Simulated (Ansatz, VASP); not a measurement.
TiO2: VASP beside Ansatz

```
Ti O
1.0
     8.90479    0.00000    0.00000
     0.00042    9.41521    0.00000
     1.48357    0.24235    7.08347
Ti O
18 36
Direct
  0.22057 0.26024 0.68450
  0.22057 0.76024 0.68450
  0.55390 0.26024 0.68450
  0.55390 0.76024 0.68450
  0.88724 0.26024 0.68450
  0.88724 0.76024 0.68450
  0.11488 0.24013 0.31696
  0.11488 0.74013 0.31696
  0.44821 0.24013 0.31696
  0.44821 0.74013 0.31696
  0.78155 0.24013 0.31696
  0.78155 0.74013 0.31696
  0.00112 0.00019 0.00070
  0.00112 0.50019 0.00070
  0.33446 0.00019 0.00070
  0.33446 0.50019 0.00070
  0.66779 0.00019 0.00070
  0.66779 0.50019 0.00070
  0.18934 0.40765 0.87283
  0.18934 0.90765 0.87283
  0.52268 0.40765 0.87283
  0.52268 0.90765 0.87283
  0.85601 0.40765 0.87283
  0.85601 0.90765 0.87283
  0.07647 0.35150 0.54951
  0.07647 0.85150 0.54951
  0.40980 0.35150 0.54951
  0.40980 0.85150 0.54951
  0.74314 0.35150 0.54951
  0.74314 0.85150 0.54951
  0.30217 0.34592 0.19517
  0.30217 0.84592 0.19517
  0.63550 0.34592 0.19517
  0.63550 0.84592 0.19517
  0.96883 0.34592 0.19517
  0.96883 0.84592 0.19517
  0.03374 0.15448 0.80624
  0.03374 0.65448 0.80624
  0.36708 0.15448 0.80624
  0.36708 0.65448 0.80624
  0.70041 0.15448 0.80624
  0.70041 0.65448 0.80624
  0.25931 0.14886 0.45188
  0.25931 0.64886 0.45188
  0.59264 0.14886 0.45188
  0.59264 0.64886 0.45188
  0.92597 0.14886 0.45188
  0.92597 0.64886 0.45188
  0.14668 0.09272 0.12854
  0.14668 0.59272 0.12854
  0.48001 0.09272 0.12854
  0.48001 0.59272 0.12854
  0.81335 0.09272 0.12854
  0.81335 0.59272 0.12854
```

Alike in both runs: task single point; functional PBE; k mesh 2 × 1 × 2; occupations gaussian, width 0.05 eV; no spin polarisation.

```csv
,VASP,Ansatz
version,VASP 6.6.1,Ansatz 0.2.0
potentials or method,"VASP PAW PBE potentials, release 64 (Ti_sv, O), cutoff 520 eV","scalar-relativistic, plane waves, PAW"
valence electrons in the cell,432,432
```

|  | VASP | Ansatz | Ansatz less VASP |
| --- | --- | --- | --- |
| gap on the k mesh at the Fermi level (eV) | 2.29 | 2.32 | +0.026 |
| rms of the force components (eV/Å) | 0.054 | 0.043 | -0.0109 |

Atom by atom the forces differ by 0.021 eV/Å (rms over components). With one functional, cell and mesh, what is left measures potentials, basis and numerics. Ansatz's warnings: structure snapped to symmetry.

The k mesh is coarse, so the values compare programs but aren't converged.
